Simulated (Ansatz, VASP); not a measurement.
# C in VASP and in Ansatz

```
C
1.0
     6.62708    0.00000    0.00000
    -3.31354    5.73922    0.00000
     0.00000    0.00000    1.26511
C
3
Direct
  0.00000 0.00000 0.00000
  0.33333 0.66667 0.50000
  0.66667 0.33333 0.50000
```

Alike in both runs: task relaxation of cell and atoms; functional r2SCAN; k mesh 3 × 3 × 12; occupations gaussian, width 0.1 eV; no spin polarisation.

```csv
,VASP,Ansatz
version,VASP 6.6.1,Ansatz 0.2.0
potentials or method,"VASP PAW PBE potentials, release 64 (C), cutoff 600 eV","scalar-relativistic, plane waves, PAW"
valence electrons in the cell,12,12
```

|  | VASP | Ansatz | Ansatz less VASP |
| --- | --- | --- | --- |
| gap on the k mesh at the Fermi level, each at its own relaxed structure (eV) | none | none | - |
| relaxed volume (Å³/atom) | 11.61 | 11.69 | +0.084 |
| relaxed cell length with the largest relative difference (Å) | 5.608 | 5.628 | +0.0201 |

VASP's potentials were made for PBE, not for r2SCAN. A gap of «none» marks a metal or a gap that the smearing closes.

The k mesh is coarse, so the values compare programs but aren't converged. Noted on VASP's run: the volume moved by over 15 % at a fixed basis, so the end points are rough.
